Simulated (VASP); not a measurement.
Input of a VASP 6.6.1 run:

Contents of INCAR:

```
SYSTEM = H16CO10
PREC = Accurate
ENCUT = 520
EDIFF = 1E-6
ISMEAR = -1
SIGMA = 0.02
LREAL = Auto
LASPH = .True.
NELM = 80
ALGO = Normal
ISIF = 2
LWAVE = .False.
LCHARG = .True.
GGA = PE
IVDW = 12
LELF = .True.
LVHAR = .True.
NBANDS = 59
```

File KPOINTS:

```
Automatic mesh
0
Gamma
  1 1 1
  0 0 0
```

POSCAR

```
H16CO10
1.0
    6.9561890000      0.0000000000      0.0000000000
    0.0000000000      6.9561890000      0.0000000000
    0.0000000000      0.0000000000      6.9561890000
O H C
10 16 1
Direct
    0.3761686176      0.7151042043      0.4876520750
    0.6978677549      0.7007572681      0.6879772818
    0.9922530857      0.1284180174      0.2341368241
    0.3536850422      0.0089560534      0.2232544285
    1.0016691611     -0.0415888642      0.5997249356
    0.2833160514      0.1973350638      0.8001076451
    0.1040080998      0.5400227050      0.6924049936
   -0.0505592933      0.5039684804      0.3416525917
    0.4654128863      0.4738801663      0.1619133695
    0.6844121113      0.3543463238     -0.0614129375
    0.3646393162      0.8217574307      0.4007222920
    0.3868928806      0.6007312337      0.4062138047
    0.7386372049      0.5741793387      0.6330765308
    0.5591423695      0.7016916878      0.6481135001
    0.9040582422      0.0995803881      0.1289786692
    0.9646805169      0.2688109826      0.2711542196
    0.2258564280      0.0695927037      0.2033584769
    0.4110152844      0.0149507151      0.0884967329
    0.9943950632      0.0047871040      0.4621064781
    0.8794614407     -0.1065525965      0.6148337833
    0.1970906771      0.0995947637      0.7579437534
    0.2113944863      0.3182345966      0.7736563800
    0.0221529346      0.6164007332      0.7790041357
    0.1924042029      0.6396030930      0.6384242866
    0.0032920325      0.4974562940      0.4792279221
    0.0563383197      0.5647776390      0.2785145717
    0.5694497375      0.4065875726      0.0478566640
```

Potentials or basis: VASP PAW PBE potentials, release 64 (O, H, C).

The run is started by

```sh
$ cat potpaw_PBE.64/O/POTCAR potpaw_PBE.64/H/POTCAR potpaw_PBE.64/C/POTCAR > POTCAR
$ mpirun -np 1 vasp_gam > vasp.out
```

Q: Predict the pressure.

A: -0.1 GPa.

Q: Estimate the largest force.

A: 2.098 eV/Å.

Stress tensor (GPa, compression positive):
```
 1.20  0.25 -0.42
 0.25 -0.35 -0.18
-0.42 -0.18 -1.14
```

Caveat: the k points lie up to 0.90 Å⁻¹ apart, too coarse for converged energies, forces and pressures.
